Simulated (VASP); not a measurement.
H, 10 atoms in the cell. The cell holds an amorphous packing of atoms, 10 atoms: a = 5.969 Å, b = 5.447 Å, c = 5.641 Å, α = 86.08°, β = 90.60°, γ = 94.78°. 

```yaml
Program: VASP 6.6.1
Task: single point
Functional: PBE
Potentials_or_basis: VASP PAW PBE potentials, release 64 (H)
Cutoff: 520 eV
k_mesh: 3 × 4 × 4
Occupations: gaussian, width 0.02 eV
Spin: no spin polarisation
Dipole_correction: no
Further_INCAR_settings: ALGO = Normal; EDIFF = 1e-06; NBANDS = 16
```

Potentials or basis: VASP PAW PBE potentials, release 64 (H).

Run with:

```console
$ cat potpaw_PBE.64/H/POTCAR > POTCAR
$ mpirun -np 1 vasp_std > vasp.out
```

Hardware: 1 thread of Intel(R) Xeon(R) 6975P-C (Granite Rapids), on a shared host.

Problem. How long does it take, and how much memory?

Solution. Wall time 38 s on 1 thread of Intel(R) Xeon(R) 6975P-C (Granite Rapids) (shared host), peak memory 0.27 GiB. Counts: scf iterations 12, k points 26.
